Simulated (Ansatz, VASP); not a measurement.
## SiO: VASP beside Ansatz

File INCAR:

```
SYSTEM = SiO
ALGO = Normal ; EDIFF = 1E-6
ENCUT = 520 ; GGA = PE
ISIF = 2 ; ISMEAR = -1
LASPH = .TRUE. ; LCHARG = .FALSE.
LREAL = .FALSE. ; LWAVE = .FALSE.
NBANDS = 12 ; NELM = 100
PREC = Accurate ; SIGMA = 0.05
```

KPOINTS

```
k-points
0
G
  8 8 8
  0 0 0
```

Contents of POSCAR:

```
SiO
1.0
    2.8069700000      0.0000000000      0.0000000000
    0.0000000000      2.8069700000      0.0000000000
    0.0000000000      0.0000000000      2.6946912000
Si O
1 1
Direct
    0.0000000000      0.0000000000      0.0000000000
    0.5000000000      0.5000000000      0.5000000000
```

input.yaml

```yaml
crystal:
  lattice:
    - [2.80697, 0.0, 0.0]
    - [0.0, 2.80697, 0.0]
    - [0.0, 0.0, 2.6946912]
  atoms:
    - { symbol: Si, position: [0.0, 0.0, 0.0] }
    - { symbol: O, position: [0.5, 0.5, 0.5] }
hamiltonian:
  xc: pbe
  pseudopotentials: { kind: paw }
kpoints:
  mp_grid: { grid: [8, 8, 8] }
  band_path:
    path:
      - [[0.0, 0.0, 0.0], [0.0, 0.5, 0.0], [0.5, 0.5, 0.0], [0.0, 0.0, 0.0], [0.0, 0.0, 0.5], [0.0, 0.5, 0.5], [0.5, 0.5, 0.5], [0.0, 0.0, 0.5]]
      - [[0.0, 0.5, 0.0], [0.0, 0.5, 0.5]]
      - [[0.5, 0.5, 0.0], [0.5, 0.5, 0.5]]
    npoints: 14
scf:
  occupations: { method: fermi_dirac, width: 0.05 }
  n_extra_bands: 6
output:
  forces: true
  stress: true
  eigenvalues: true
  fatbands: true
```

Alike in both runs: functional PBE; k mesh 8 × 8 × 8; occupations fermi-dirac, width 0.05 eV; no spin polarisation.

|  | VASP | Ansatz |
| --- | --- | --- |
| version | VASP 6.6.1 | Ansatz 0.2.0 |
| potentials or method | VASP PAW PBE potentials, release 64 (Si, O) | Ansatz PAW |
| plane-wave cutoff (eV) | 520 | 420 |
| valence electrons in the cell | 10 | 10 |
| task | single point | band structure |

```tsv
	VASP	Ansatz	Ansatz less VASP
gap on the k mesh at the Fermi level (eV)	none	none	-
pressure (GPa)	4.9	5.0	+0.03
traceless stress, the component that is largest in VASP (GPa)	1.97	1.96	-0.010
```

A gap of «none» marks a metal or a gap that the smearing closes.
